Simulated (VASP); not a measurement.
## CsMgBiO3: relaxation of cell and atoms with LDA

CsMgBiO3:

```
CELL_PARAMETERS angstrom
3.23052 1.86514 3.79701
-3.23052 1.86514 3.79701
0.00000 -3.73028 3.79701
ATOMIC_POSITIONS crystal
Cs 0.91728 0.91728 0.91728
Mg 0.30219 0.30219 0.30219
Bi 0.56530 0.56530 0.56530
O 0.49139 0.98224 0.49139
O 0.49139 0.49139 0.98224
O 0.98224 0.49139 0.49139
```

```json
{
 "Program": "VASP 6.6.1",
 "Task": "relaxation of cell and atoms",
 "Functional": "LDA",
 "Potentials or basis": "VASP PAW LDA potentials, release 64 (Cs_sv, Mg, Bi_d, O)",
 "Cutoff": "600 eV",
 "k mesh": "4 × 4 × 4",
 "Occupations": "fermi-dirac, width 0.01 eV",
 "Spin": "no spin polarisation",
 "Dipole correction": "no",
 "Further INCAR settings": "ALGO = Normal; EDIFF = 1e-07; IBRION = 2; EDIFFG = -0.005; NSW = 80; ISIF = 3"
}
```

* Relaxed volume: 21.21 Å³/atom
* Relaxed cell: a = 5.199 Å, b = 5.199 Å, c = 5.199 Å, α = 74.27°, β = 74.27°, γ = 74.27°
* Space group after relaxing (to 0.1 Å): R3m (No. 160)
* Energy gained by relaxing: 25.7 meV/atom
* Ionic steps: 34
* Pressure after relaxing: 0.0 GPa
* Largest force after relaxing: 0.004 eV/Å
* Band gap on the k mesh: 2.63 eV

Forces in eV/Å, atoms in the order of the input:
```
Cs   0.000  0.000 -0.003
Mg   0.000  0.000 -0.004
Bi   0.000  0.000  0.003
O    0.000  0.000  0.002
O    0.000  0.000  0.002
O    0.000  0.000  0.002
```

The path:
| step | energy change (eV) | largest force (eV/Å) | pressure (GPa) | volume (Å³) |
| --- | --- | --- | --- | --- |
| 1 | 0.0000 | 0.7891 | -4.27 | 137.27 |
| 2 | -0.0256 | 2.1110 | 3.71 | 125.49 |
| 3 | -0.1158 | 0.6310 | -0.43 | 130.75 |
| 4 | -0.1315 | 0.2313 | -0.13 | 128.98 |
| 5 | -0.1315 | 0.2534 | -0.11 | 128.86 |
| 6 | -0.1394 | 0.1130 | -0.02 | 127.94 |
| 7 | -0.1413 | 0.1156 | 0.07 | 127.22 |
| 8 | -0.1427 | 0.1112 | -0.10 | 127.28 |
| 9 | -0.1440 | 0.1868 | -0.45 | 127.40 |
| 10 | -0.1446 | 0.1667 | -0.42 | 127.31 |
| 11 | -0.1460 | 0.1077 | -0.32 | 127.05 |
| 12 | -0.1480 | 0.0744 | -0.13 | 126.54 |
| 13 | -0.1475 | 0.2572 | 0.28 | 125.52 |
| 14 | -0.1485 | 0.1111 | 0.03 | 126.12 |
| 15 | -0.1495 | 0.0714 | 0.05 | 125.95 |
| 16 | -0.1502 | 0.0983 | 0.10 | 125.52 |
| 17 | -0.1503 | 0.0737 | 0.10 | 125.61 |
| 18 | -0.1509 | 0.0566 | 0.07 | 125.64 |
| 19 | -0.1517 | 0.0552 | 0.00 | 125.72 |
| 20 | -0.1517 | 0.0617 | -0.01 | 125.73 |
| 21 | -0.1519 | 0.0597 | 0.05 | 125.72 |
| 22 | -0.1523 | 0.0627 | 0.23 | 125.69 |
| 23 | -0.1524 | 0.0569 | 0.22 | 125.73 |
| 24 | -0.1527 | 0.0435 | 0.19 | 125.83 |
| 25 | -0.1531 | 0.0296 | 0.13 | 126.04 |
| 26 | -0.1536 | 0.0758 | 0.02 | 126.45 |
| 27 | -0.1537 | 0.1121 | -0.03 | 126.65 |
| 28 | -0.1539 | 0.0952 | -0.02 | 126.79 |
| 29 | -0.1541 | 0.0685 | -0.02 | 127.00 |
| 30 | -0.1542 | 0.0289 | 0.00 | 127.42 |
| 31 | -0.1542 | 0.0397 | 0.00 | 127.22 |
| 32 | -0.1542 | 0.0254 | 0.01 | 127.21 |
| 33 | -0.1543 | 0.0100 | 0.06 | 127.17 |
| 34 | -0.1543 | 0.0043 | 0.03 | 127.23 |

Final structure:
```
Cs Mg Bi O
1.0
     3.13875    1.81216    3.72811
    -3.13875    1.81216    3.72811
     0.00000   -3.62431    3.72811
Cs Mg Bi O
1 1 1 3
Cartesian
  0.0000 0.0000 10.0859
  0.0000 0.0000 3.4220
  0.0000 0.0000 6.3233
  -1.5262 0.8811 7.3692
  0.0000 -1.7623 7.3692
  1.5262 0.8811 7.3692
```

Levels at points of the mesh, in eV from the valence-band top:
```tsv
k point	band 18	band 19	band 20	band 21	band 22	band 23	band 24	band 25	band 26
(0.00, 0.00, 0.00)	-2.15	-2.02	-1.57	-1.57	-1.14	2.78	4.62	4.62	5.72
(0.50, 0.00, 0.00)	-2.07	-2.07	-1.63	-1.49	-1.17	3.03	4.39	5.02	5.49
(0.50, 0.50, 0.00)	-2.09	-1.92	-1.63	-1.38	-0.53	2.96	3.60	4.18	5.30
(0.50, 0.50, 0.50)	-1.85	-1.55	-1.55	-1.06	0.00	2.63	2.63	2.80	3.92
```

Wall time 16 min on 1 thread of Intel(R) Xeon(R) Platinum 8488C (Sapphire Rapids), on a shared host, peak memory 0.32 GiB.

Caveat: spin-orbit coupling is left out, which moves the levels of the heavy elements. A k mesh can miss the band edges.
